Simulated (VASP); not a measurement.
NbAs: single point with PBE

Crystal: NbAs.

```
CELL_PARAMETERS angstrom
-1.69062 1.69062 5.72078
1.69062 -1.69062 5.72078
1.69062 1.69062 -5.72078
ATOMIC_POSITIONS crystal
Nb 0.50000 0.00000 0.50000
Nb 0.75000 0.75000 0.00000
As 0.91600 0.41600 0.50000
As 0.16600 0.16600 0.00000
```

```
Program             : VASP 6.6.1
Task                : single point
Functional          : PBE
Potentials or basis : VASP PAW PBE potentials, release 64 (Nb_sv, As)
Cutoff              : 520 eV
k mesh              : 11 × 11 × 11
Occupations         : fermi-dirac, width 0.05 eV
Spin                : no spin polarisation
```

```yaml
Pressure: 15.9 GPa
Largest_force: 0.383 eV/Å
Band_gap_on_the_k_mesh: 0.03 eV (least direct gap 0.09 eV)
```

Forces on the atoms (eV/Å):
```
Nb   0.000  0.000 -0.383
Nb   0.000  0.000 -0.383
As   0.000  0.000  0.383
As   0.000  0.000  0.383
```

Stress tensor (GPa, compression positive):
```
16.19  0.00  0.00
 0.00 16.19  0.00
 0.00  0.00 15.44
```

Levels at points of the mesh, in eV from the valence-band top:
```
           k point  band 16  band 17  band 18  band 19  band 20  band 21
(0.00, 0.00, 0.00)    -1.83    -1.42    -1.42     0.80     1.43     2.62
```

It took 3.2 min on 1 thread of Intel(R) Xeon(R) 6975P-C (Granite Rapids), with other jobs on the host, peak memory 0.44 GiB.

Caveat: the cell stands under pressure; an odd mesh through Γ misses points on the zone boundary, where band edges can lie.
